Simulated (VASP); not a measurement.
# GaN (Cm) in VASP: notebook

Runs on GaN. Level: PBE. Tasks: single point.

All numbers are computed with VASP 6.6.1; they aren't measurements. Logs are shortened: lines on timing, memory, paths and dates and some standing lists are left out, and cuts for length are marked.

## Step 1: The cell of the first run

The structure is monoclinic, space group Cm (No. 8). Conventional cell: a = 6.433 Å, b = 6.433 Å, c = 4.548 Å, α = 90.00°, β = 90.00°, γ = 90.00°. Ga (site symmetry m) has 4 N at 1.97 to 2.02 Å within 2.6 Å. Within 2.5 Å of Ga (site symmetry m) lie 4 N at 1.92 to 1.97 Å. Within 2.6 Å of Ga (site symmetry 1) lie 4 N at 1.97 Å. Within 2.5 Å of N (site symmetry m) lie 4 Ga at 1.92 to 2.02 Å. Within 2.6 Å of N (site symmetry m) lie 4 Ga at 1.97 Å. Within 2.6 Å of N (site symmetry 1) lie 4 Ga at 1.97 Å.

## Step 2: Single point, PBE (atom 5 (N) moved +0.060 Å towards its neighbour atom 6 (N) at 3.216 Å)

Contents of INCAR:

```
SYSTEM = GaN
  PREC = Accurate
  ENCUT = 520
  EDIFF = 1E-6
  ISMEAR = 0
  SIGMA = 0.05
  LREAL = .FALSE.
  LASPH = .TRUE.
  NELM = 60
  ALGO = Normal
  ISIF = 2
  LWAVE = .FALSE.
  LCHARG = .FALSE.
  GGA = PE
  NBANDS = 46
```

Contents of KPOINTS:

```
regular mesh
0
G
  6 6 6
  0 0 0
```

Contents of POSCAR:

```
GaN
1.0
    4.5484769745      0.0000000000      0.0000000000
    0.0000000000     -4.5484769745      0.0000000000
    0.0000000000      0.0000000000     -4.5484769745
Ga N
4 4
Direct
    0.0000000000      0.0000000000      0.0000000000
    0.5000000000      0.5000000000      0.0000000000
    0.5000000000      0.0000000000      0.5000000000
    0.0000000000      0.5000000000      0.5000000000
    0.7406723927      0.7406723927      0.7500000000
    0.2500000000      0.2500000000      0.7500000000
    0.2500000000      0.7500000000      0.2500000000
    0.7500000000      0.2500000000      0.2500000000
```

Potentials or basis: VASP PAW PBE potentials, release 64 (Ga_d, N).

Run with:

```bash
$ cat potpaw_PBE.64/Ga_d/POTCAR potpaw_PBE.64/N/POTCAR > POTCAR
$ mpirun -np 1 vasp_std > vasp.out
```

OUTCAR:

```text
SYSTEM = GaN
   PREC = Accurate
   ENCUT = 520
   EDIFF = 1E-6
   ISMEAR = 0
   LREAL = .FALSE.
   LASPH = .TRUE.
   NELM = 60
   ISIF = 2
   GGA = PE

 ion  position               nearest neighbor table
   1  0.000  0.000  0.000-   6 1.97   7 1.97   8 1.97   5 2.02
   2  0.500  0.500  0.000-   5 1.92   6 1.97   7 1.97   8 1.97
   3  0.500  0.000  0.500-   6 1.97   7 1.97   8 1.97   5 1.97
   4  0.000  0.500  0.500-   6 1.97   7 1.97   8 1.97   5 1.97
   5  0.741  0.741  0.750-   2 1.92   3 1.97   4 1.97   1 2.02
   6  0.250  0.250  0.750-   1 1.97   2 1.97   3 1.97   4 1.97
   7  0.250  0.750  0.250-   1 1.97   2 1.97   3 1.97   4 1.97
   8  0.750  0.250  0.250-   1 1.97   2 1.97   3 1.97   4 1.97

  LATTYP: Found a simple cubic cell.
 ALAT       =     4.5484769745

  Lattice vectors:

 A1 = (   4.5484769745,   0.0000000000,   0.0000000000)
 A2 = (   0.0000000000,  -4.5484769745,   0.0000000000)
 A3 = (   0.0000000000,   0.0000000000,  -4.5484769745)

Analysis of symmetry for initial positions (statically):
=====================================================================
 Subroutine PRICEL returns:
 Original cell was already a primitive cell.

 Routine SETGRP: Setting up the symmetry group for a
 simple cubic supercell.

 Subroutine GETGRP returns: Found  2 space group operations
 (whereof  2 operations were pure point group operations)
 out of a pool of 48 trial point group operations.

The static configuration has the point symmetry C_1h.

Analysis of symmetry for dynamics (positions and initial velocities):
=====================================================================
 Subroutine PRICEL returns:
 Original cell was already a primitive cell.

 Routine SETGRP: Setting up the symmetry group for a
 simple cubic supercell.

 Subroutine GETGRP returns: Found  2 space group operations
 (whereof  2 operations were pure point group operations)
 out of a pool of 48 trial point group operations.

The dynamic configuration has the point symmetry C_1h.

 Subroutine INISYM returns: Found  2 space group operations
 (whereof  2 operations are pure point group operations),
 and found     1 'primitive' translations

----------------------------------------------------------------------------------------

                                     Primitive cell

  volume of cell :      94.1018

  direct lattice vectors                    reciprocal lattice vectors
     4.548476974  0.000000000  0.000000000     0.219853812  0.000000000  0.000000000
     0.000000000 -4.548476974  0.000000000     0.000000000 -0.219853812  0.000000000
     0.000000000  0.000000000 -4.548476974     0.000000000  0.000000000 -0.219853812

  length of vectors
     4.548476974  4.548476974  4.548476974     0.219853812  0.219853812  0.219853812

  position of ions in fractional coordinates (direct lattice)
     0.000000000  0.000000000  0.000000000
     0.500000000  0.500000000  0.000000000
     0.500000000  0.000000000  0.500000000
     0.000000000  0.500000000  0.500000000
     0.740672393  0.740672393  0.750000000
     0.250000000  0.250000000  0.750000000
     0.250000000  0.750000000  0.250000000
     0.750000000  0.250000000  0.250000000

  ion indices of the primitive-cell ions
   primitive index   ion index
                 1           1
                 2           2
                 3           3
                 4           4
                 5           5
                 6           6
                 7           7
                 8           8

----------------------------------------------------------------------------------------

 KPOINTS: regular mesh

Automatic generation of k-mesh.
 Grid dimensions read from file:
 generate k-points for:    6    6    6

 Generating k-lattice:

  Cartesian coordinates                     Fractional coordinates (reciprocal lattice)
     0.036642302  0.000000000  0.000000000     0.166666667  0.000000000  0.000000000
     0.000000000 -0.036642302  0.000000000     0.000000000  0.166666667  0.000000000
     0.000000000  0.000000000 -0.036642302     0.000000000  0.000000000  0.166666667

  Length of vectors
     0.036642302  0.036642302  0.036642302

  Shift w.r.t. Gamma in fractional coordinates (k-lattice)
     0.000000000  0.000000000  0.000000000

 Subroutine IBZKPT returns following result:
 ===========================================

 Found     68 irreducible k-points:

 Following reciprocal coordinates:
            Coordinates               Weight
  0.000000  0.000000  0.000000      1.000000
  0.166667  0.000000  0.000000      4.000000
  0.000000  0.000000  0.166667      2.000000
  0.333333  0.000000  0.000000      4.000000
  0.000000  0.000000  0.333333      2.000000
  0.500000  0.000000  0.000000      2.000000
[... 16 lines left out ...]
 -0.333333  0.333333  0.000000      2.000000
 -0.333333  0.000000  0.333333      4.000000
 [... further k-points ...]
   k-points           NKPTS =     68   k-points in BZ     NKDIM =     68   number of bands    NBANDS=     46
   number of dos      NEDOS =    301   number of ions     NIONS =      8
   total plane-waves  NPLWV =  46656
   dimension x,y,z NGX =    36 NGY =   36 NGZ =   36
   dimension x,y,z NGXF=    72 NGYF=   72 NGZF=   72
   ions per type =               4   4
   NGX,Y,Z   is equivalent  to a cutoff of  13.16, 13.16, 13.16 a.u.
   NGXF,Y,Z  is equivalent  to a cutoff of  26.32, 26.32, 26.32 a.u.
 SYSTEM =  GaN
   PREC   = accura    normal or accurate (medium, high low for compatibility)
   ISTART =      0    job   : 0-new  1-cont  2-samecut
   ICHARG =      2    charge: 1-file 2-atom 10-const
   ISPIN  =      1    spin polarized calculation?
   LNONCOLLINEAR =      F non collinear calculations
   LSORBIT =      F    spin-orbit coupling
   LASPH  =      T    aspherical Exc in radial PAW
   ENCUT  =  520.0 eV  38.22 Ry    6.18 a.u.   8.46  8.46  8.46*2*pi/ulx,y,z
   NELM   =     60;   NELMIN=  2; NELMDL= -5     # of ELM steps
   EDIFF  = 0.1E-05   stopping-criterion for ELM
   LREAL  =      F    real-space projection
   EDIFFG = 0.1E-04   stopping-criterion for IOM
   NSW    =      0    number of steps for IOM
   IBRION =     -1    ionic relax: 0-MD 1-quasi-New 2-CG
   NFREE  =      0    steps in history (QN), initial steepest desc. (CG)
   ISIF   =      2    stress and relaxation
   ISYM   =      2    0-nonsym 1-usesym 2-fastsym
   POTIM  = 0.5000    time-step for ionic-motion
   TEBEG  =    0.0;   TEEND  =   0.0 temperature during run
   PSTRESS=    0.0 pullay stress
   NELECT =      72.0000    total number of electrons
   NUPDOWN=      -1.0000    fix difference up-down
   EMIN   =  10.00;   EMAX   =-10.00  energy-range for DOS
   EFERMI =   0.00;   METHOD = LEGACY
   ISMEAR =     0;   SIGMA  =   0.05  broadening in eV -4-tet -1-fermi 0-gaus
   EFERMI_NEDOS =   21; number of points for ismear=-14 and -15
   IALGO  =     38    algorithm
   IMIX   =      4    mixing-type and parameters
     AMIX     =   0.40;   BMIX     =  1.00
     AMIX_MAG =   1.60;   BMIX_MAG =  1.00
  volume/ion in A,a.u.               =      11.76        79.38
  Fermi-wavevector in a.u.,A,eV,Ry     =   1.497337  2.829557 30.504523  2.242019
  Thomas-Fermi vector in A             =   2.609238
   LORBIT       =      0    0 simple, 1 ext, 2 COOP (PROOUT), +10 PAW based schemes
   GGA     = PE    functional components
   LHFCALC =     F    Hartree Fock is set to
   AEXX    =    0.0000 exact exchange contribution
   IVDW    =     0    specifies the selected vdW correction
   LEPSILON=     F    determine dielectric tensor
   LRPA    =     F    only Hartree local field effects (RPA)
 non-spin polarized calculation
 Gauss-broadening in eV      SIGMA  =   0.05
  energy-cutoff  :      520.00
  volume of cell :       94.10
 maximum number of plane-waves:      2560
 NGX is ok and might be reduce to    36
   NGX = 17   NGY = 17   NGZ = 17

 number of electron      72.0000089 magnetization

 Free energy of the ion-electron system (eV)
  ---------------------------------------------------
  ext. energy  EPLUGINS =         0.00000000
  ---------------------------------------------------
  free energy    TOTEN  =       -48.58540010 eV

  energy without entropy =      -48.58540010  energy(sigma->0) =      -48.58540010

 E-fermi :   5.3074     XC(G=0): -11.5208

 val. band max:        5.0166504284   @ k =   0.0000   0.0000   0.0000
 cond. band min:       6.5315806873   @ k =   0.0000   0.0000   0.0000
 fundamental gap:      1.5149302589
 Fermi energy:         5.3074414796

 k-point     1 :       0.0000    0.0000    0.0000
  band No.  band energies     occupation
      1     -10.7186      2.00000
      2      -9.7566      2.00000
      3      -9.7525      2.00000
      4      -9.7522      2.00000
      5      -8.4419      2.00000
      6      -8.4374      2.00000
[... 38 lines left out ...]
     45      15.1155      0.00000
     46      15.1223      0.00000

 k-point     2 :       0.1667    0.0000    0.0000
  band No.  band energies     occupation
      1     -10.6220      2.00000
      2      -9.7785      2.00000
      3      -9.7540      2.00000
      4      -9.7514      2.00000
      5      -8.4250      2.00000
      6      -8.4194      2.00000
[... 38 lines left out ...]
     45      15.3075      0.00000
     46      15.3403      0.00000

 k-point     3 :       0.0000    0.0000    0.1667
  band No.  band energies     occupation
      1     -10.6219      2.00000
      2      -9.7779      2.00000
      3      -9.7543      2.00000
      4      -9.7517      2.00000
      5      -8.4243      2.00000
      6      -8.4209      2.00000
[... 38 lines left out ...]
     45      15.3209      0.00000
     46      15.3388      0.00000

 k-point     4 :       0.3333    0.0000    0.0000
  band No.  band energies     occupation
      1     -10.3699      2.00000
      2      -9.8719      2.00000
      3      -9.7525      2.00000
      4      -9.7496      2.00000
      5      -8.3785      2.00000
      6      -8.3731      2.00000
[... 920 lines left out ...]
     45      14.3765      0.00000
     46      14.4342      0.00000

 k-point    23 :      -0.3333    0.3333    0.0000
  band No.  band energies     occupation
      1     -10.1462      2.00000
      2      -9.8421      2.00000
      3      -9.8367      2.00000
      4      -9.7795      2.00000
      5      -8.3728      2.00000
      6      -8.3659      2.00000
[... 38 lines left out ...]
     45      14.3166      0.00000
     46      14.4276      0.00000

 k-point    24 :      -0.3333    0.0000    0.3333
  band No.  band energies     occupation
      1     -10.1434      2.00000
      2      -9.8448      2.00000
      3      -9.8368      2.00000
      4      -9.7782      2.00000
      5      -8.3682      2.00000
      6      -8.3646      2.00000
[... 38 lines left out ...]
     45      14.3093      0.00000
     46      14.3635      0.00000

 [... further k-points ...]
[... 5 lines left out ...]
  --------------------------------------------------------------------------------------
  -------------------------------------------------------------------------------------
  Total        0.0996507      0.0996507      0.1414167     -0.0624827     -0.3024811      0.3024815
  in kB        1.6966525      1.6966525      2.4077613     -1.0638312     -5.1500428      5.1500496
  external PRESSURE =       1.9336887 kB  Pullay stress =       0.0000000 kB

 VOLUME and BASIS-vectors are now :
 -----------------------------------------------------------------------------
  energy-cutoff  :      520.00
  volume of cell :       94.10
      direct lattice vectors                 reciprocal lattice vectors
     4.548476974  0.000000000  0.000000000     0.219853812  0.000000000  0.000000000
     0.000000000 -4.548476974  0.000000000     0.000000000 -0.219853812  0.000000000
     0.000000000  0.000000000 -4.548476974     0.000000000  0.000000000 -0.219853812

 POSITION                                       TOTAL-FORCE (eV/Angst)
 -----------------------------------------------------------------------------------
      0.00000      0.00000      0.00000        -0.176662      0.176662      0.136805
      2.27424     -2.27424      0.00000        -0.237631      0.237631     -0.212997
      2.27424      0.00000     -2.27424        -0.030828      0.037252     -0.006410
      0.00000     -2.27424     -2.27424        -0.037252      0.030828     -0.006410
      3.36893     -3.36893     -3.41136         0.691340     -0.691340      0.089787
      1.13712     -1.13712     -3.41136        -0.107929      0.107929      0.000329
      1.13712     -3.41136     -1.13712        -0.107688     -0.006650     -0.000552
      3.41136     -1.13712     -1.13712         0.006650      0.107688     -0.000552
 -----------------------------------------------------------------------------------
    total drift:                               -0.000099      0.000099      0.000005

  FREE ENERGIE OF THE ION-ELECTRON SYSTEM (eV)
  ---------------------------------------------------
  free  energy   TOTEN  =       -48.5854000965 eV

  energy  without entropy=      -48.5854000965  energy(sigma->0) =      -48.58540010
```

It took 2 min on 1 thread of Intel Xeon 6975P-C (Granite Rapids), shared host; peak memory 0.34 GiB.

Results:

| Item | Value |
| --- | --- |
| Free energy | -48.5854 eV |
| Pressure | 0.2 GPa |
| Largest force | 0.982 eV/Å |
| Band gap on the k mesh | 1.51 eV |

Forces on the atoms (eV/Å):
```
Ga  -0.177  0.177  0.137
Ga  -0.238  0.238 -0.213
Ga  -0.031  0.037 -0.006
Ga  -0.037  0.031 -0.006
N    0.691 -0.691  0.090
N   -0.108  0.108  0.000
N   -0.108 -0.007 -0.001
N    0.007  0.108 -0.001
```

Stress tensor (GPa, compression positive):
```
 0.17 -0.11  0.52
-0.11  0.17 -0.52
 0.52 -0.52  0.24
```

Caveat: the cell differs from its parent crystal (atom 5 (N) moved +0.060 Å towards its neighbour atom 6 (N) at 3.216 Å).

## Step 3: Single point, PBE (atom 5 (N) moved +0.080 Å towards its neighbour atom 6 (N) at 3.216 Å)

Contents of INCAR:

```
PREC = Accurate ; ENCUT = 520
EDIFF = 1E-6 ; ISMEAR = 0
SIGMA = 0.05 ; LREAL = False
LASPH = True ; NELM = 60
ALGO = Normal ; ISIF = 2
LWAVE = False ; LCHARG = False
GGA = PE ; NBANDS = 46
```

Contents of KPOINTS:

```
Automatic mesh
0
Gamma
  6 6 6
```

POSCAR: that of step 2 with these lines changed.

```diff
@@ -12,3 +12,3 @@
     0.0000000000      0.5000000000      0.5000000000
-    0.7406723927      0.7406723927      0.7500000000
+    0.7375631903      0.7375631903      0.7500000000
     0.2500000000      0.2500000000      0.7500000000
```

Potentials or basis: VASP PAW PBE potentials, release 64 (Ga_d, N).

Run with:

```bash
$ cat potpaw_PBE.64/Ga_d/POTCAR potpaw_PBE.64/N/POTCAR > POTCAR
$ mpirun -np 1 vasp_std > vasp.out
```

Run time: 2.9 min. Hardware: 1 thread of Intel Xeon 6975P-C (Granite Rapids), shared host; peak memory 0.34 GiB.

The run converged. Its results:

```yaml
Free_energy: -48.5625 eV
Pressure: 0.3 GPa
Largest_force: 1.318 eV/Å
Band_gap_on_the_k_mesh: 1.50 eV
```

Forces on the atoms (eV/Å):
```
Ga  -0.224  0.224  0.169
Ga  -0.332  0.332 -0.304
Ga  -0.040  0.051 -0.011
Ga  -0.051  0.040 -0.011
N    0.925 -0.925  0.160
N   -0.144  0.144  0.001
N   -0.144 -0.009 -0.001
N    0.009  0.144 -0.001
```

Stress tensor (GPa, compression positive):
```
 0.23 -0.19  0.69
-0.19  0.23 -0.69
 0.69 -0.69  0.36
```

Levels at points of the mesh, in eV from the valence-band top:
| k point | band 33 | band 34 | band 35 | band 36 | band 37 | band 38 | band 39 | band 40 |
| --- | --- | --- | --- | --- | --- | --- | --- | --- |
| (0.00, 0.00, 0.00) | -2.59 | -0.08 | -0.04 | 0.00 | 1.50 | 3.30 | 3.31 | 3.31 |
| (0.50, 0.00, 0.00) | -1.54 | -1.50 | -1.45 | -1.40 | 4.41 | 4.43 | 6.11 | 6.12 |
| (0.00, 0.00, 0.50) | -1.48 | -1.47 | -1.47 | -1.46 | 4.41 | 4.42 | 6.11 | 6.11 |
| (0.50, 0.50, 0.00) | -1.09 | -1.03 | -1.02 | -0.97 | 5.92 | 6.19 | 6.20 | 6.40 |
| (0.00, 0.50, 0.50) | -1.10 | -1.03 | -1.03 | -0.95 | 6.01 | 6.11 | 6.25 | 6.36 |
| (0.50, 0.50, 0.50) | -0.97 | -0.97 | -0.92 | -0.85 | 4.32 | 4.40 | 4.41 | 4.49 |

Caveat: the cell differs from its parent crystal (atom 5 (N) moved +0.080 Å towards its neighbour atom 6 (N) at 3.216 Å); forces of over 1 eV/Å act on the atoms, so gaps and moduli don't describe the material at rest.

## Step 4: Single point, PBE (atom 5 (N) moved -0.040 Å towards its neighbour atom 6 (N) at 3.216 Å)

Contents of INCAR:

```
SYSTEM = GaN
ALGO     = Normal         ! electronic algorithm
EDIFF    = 1E-6           ! SCF threshold, eV
ENCUT    = 520            ! plane-wave cutoff, eV
GGA      = PE             ! functional
ISIF     = 2              ! what is computed and relaxed
ISMEAR   = 0              ! smearing method
LASPH    = .TRUE.         ! aspherical terms in the spheres
LCHARG   = .FALSE.        ! write CHGCAR
LREAL    = .FALSE.        ! projectors in reciprocal space
LWAVE    = .FALSE.        ! write WAVECAR
NBANDS   = 46             ! bands
NELM     = 80             ! most SCF steps
PREC     = Accurate       ! precision mode
SIGMA    = 0.05           ! smearing width, eV
```

Contents of KPOINTS:

```
k-points
0
G
  6 6 6
  0 0 0
```

POSCAR: that of step 3 with these lines changed.

```diff
@@ -12,3 +12,3 @@
     0.0000000000      0.5000000000      0.5000000000
-    0.7375631903      0.7375631903      0.7500000000
+    0.7562184048      0.7562184048      0.7500000000
     0.2500000000      0.2500000000      0.7500000000
```

Run with:

```bash
$ cat potpaw_PBE.64/Ga_d/POTCAR potpaw_PBE.64/N/POTCAR > POTCAR
$ mpirun -np 1 vasp_std > vasp.out
```

It took 2.2 min on 1 thread of Intel Xeon 6975P-C (Granite Rapids), shared host; peak memory 0.34 GiB.

Results (log left out):

```
Free energy            : -48.6017 eV
Pressure               : 0.1 GPa
Largest force          : 0.651 eV/Å
Band gap on the k mesh : 1.53 eV
```

Forces on the atoms (eV/Å):
```
Ga   0.151 -0.151 -0.132
Ga   0.124 -0.124  0.098
Ga   0.024 -0.021 -0.003
Ga   0.021 -0.024 -0.003
N   -0.460  0.460  0.040
N    0.072 -0.072  0.000
N    0.072  0.004  0.000
N   -0.004 -0.072  0.000
```

Stress tensor (GPa, compression positive):
```
 0.09 -0.05 -0.34
-0.05  0.09  0.34
-0.34  0.34  0.12
```

Levels at points of the mesh, in eV from the valence-band top:
| k point | band 33 | band 34 | band 35 | band 36 | band 37 | band 38 | band 39 | band 40 |
| --- | --- | --- | --- | --- | --- | --- | --- | --- |
| (0.00, 0.00, 0.00) | -2.60 | -0.04 | -0.02 | 0.00 | 1.53 | 3.32 | 3.33 | 3.33 |
| (0.50, 0.00, 0.00) | -1.49 | -1.47 | -1.44 | -1.42 | 4.44 | 4.45 | 6.14 | 6.15 |
| (0.00, 0.00, 0.50) | -1.45 | -1.45 | -1.45 | -1.45 | 4.44 | 4.45 | 6.14 | 6.14 |
| (0.50, 0.50, 0.00) | -1.04 | -1.01 | -1.01 | -0.98 | 6.09 | 6.22 | 6.22 | 6.33 |
| (0.00, 0.50, 0.50) | -1.05 | -1.01 | -1.01 | -0.97 | 6.13 | 6.18 | 6.25 | 6.30 |
| (0.50, 0.50, 0.50) | -0.95 | -0.95 | -0.93 | -0.89 | 4.39 | 4.43 | 4.43 | 4.47 |

Caveat: the cell differs from its parent crystal (atom 5 (N) moved -0.040 Å towards its neighbour atom 6 (N) at 3.216 Å).

[end of part 1 of 3]
